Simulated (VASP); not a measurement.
Wanted: the native input for a VASP 6.6.1 run.

```yaml
Task: single point
Functional: PBEsol
Potentials_or_basis: VASP PAW PBE potentials, release 64 (Ti_sv, O)
Cutoff: 520 eV
k_mesh: 6 × 6 × 6
Occupations: gaussian, width 0.1 eV
Spin: no spin polarisation
Dipole_correction: no
Further_INCAR_settings: ALGO = Normal; EDIFF = 1e-07; NBANDS = 36
```

The structure of TiO lies in POSCAR:

```
TiO
1.0
    4.9522046236      0.0000000000      0.0000000000
   -2.4761023118      4.2887350088      0.0000000000
    0.0000000000      0.0000000000      2.8428319341
Ti O
3 3
Direct
    0.6666666667      0.3333333333      0.5000000000
    0.3333333333      0.6666666667      0.5000000000
    0.0000000000      0.0000000000      0.0000000000
    0.6049230617      0.6049230617      0.0000000000
    0.3950769383      0.0000000000      0.0000000000
    0.0000000000      0.3950769383      0.0000000000
```

These files were run (other wordings do the same):

INCAR

```
SYSTEM = TiO
PREC     = Accurate       ! precision mode
ENCUT    = 520            ! plane-wave cutoff, eV
EDIFF    = 1E-7           ! SCF threshold, eV
ISMEAR   = 0              ! smearing method
SIGMA    = 0.1            ! smearing width, eV
LREAL    = .FALSE.        ! projectors in reciprocal space
LASPH    = .TRUE.         ! aspherical terms in the spheres
NELM     = 60             ! most SCF steps
ALGO     = Normal         ! electronic algorithm
ISIF     = 2              ! what is computed and relaxed
LWAVE    = .FALSE.        ! write WAVECAR
LCHARG   = .FALSE.        ! write CHGCAR
GGA      = PS             ! functional
NBANDS   = 36             ! bands
```

KPOINTS

```
regular mesh
0
G
  6 6 6
  0 0 0
```

Potentials or basis: VASP PAW PBE potentials, release 64 (Ti_sv, O).

Run with:

```sh
$ cat potpaw_PBE.64/Ti_sv/POTCAR potpaw_PBE.64/O/POTCAR > POTCAR
$ mpirun -np 1 vasp_std > vasp.out
```

It gave:

| Item | Value |
| --- | --- |
| Pressure | 0.8 GPa |
| Largest force | 0.013 eV/Å |
| Band gap on the k mesh | zero (band 27 reaches 11.55 eV, above the bottom of band 28 at 10.04 eV) |

Caveat: the k points lie up to 0.37 Å⁻¹ apart; the PAW data sets were made with another functional, which shifts forces and pressure a little; semilocal functionals often make such compounds metallic where correlation or magnetic order opens a gap, which also shifts bond lengths.

Wall time 56 s on 1 thread of Intel(R) Xeon(R) Platinum 8488C (Sapphire Rapids) (shared host), peak memory 0.2 GiB.
